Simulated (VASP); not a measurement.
Wanted: the native input for a VASP 6.6.1 run.

| Quantity | Value |
| --- | --- |
| Task | single point |
| Functional | PBEsol |
| Potentials or basis | VASP PAW PBE potentials, release 64 (Au) |
| Cutoff | 500 eV |
| k mesh | 18 × 18 × 18 |
| Occupations | fermi-dirac, width 0.08 eV |
| Spin | no spin polarisation |
| Dipole correction | no |
| Further INCAR settings | ALGO = Normal; EDIFF = 1e-06; NBANDS = 12 |

The structure of Au lies in POSCAR:

```
Au
1.0
    0.0000000000      1.8119115120      1.8119115120
    1.8119115120      0.0000000000      1.8119115120
    1.8119115120      1.8119115120      0.0000000000
Au
1
Direct
    0.0000000000      0.0000000000      0.0000000000
```

One way to write it, as run:

INCAR

```
PREC = Accurate ; ENCUT = 500
EDIFF = 1E-6 ; ISMEAR = -1
SIGMA = 0.08 ; LREAL = False
LASPH = True ; NELM = 120
ALGO = Normal ; ISIF = 2
LWAVE = False ; LCHARG = False
GGA = PS ; NBANDS = 12
GGA_COMPAT = False
```

KPOINTS

```
Automatic mesh
0
Gamma
  18 18 18
```

Potentials or basis: VASP PAW PBE potentials, release 64 (Au).

Command:

```sh
$ cat potpaw_PBE.64/Au/POTCAR > POTCAR
$ mpirun -np 1 vasp_std > vasp.out
```

Results of the run:

* Pressure: 170.6 GPa

Caveat: the PAW data sets were made with another functional, which shifts forces and pressure a little.

Run time: 12 s on 1 thread of Intel(R) Xeon(R) 6975P-C (Granite Rapids), on a shared host, peak memory 0.14 GiB.
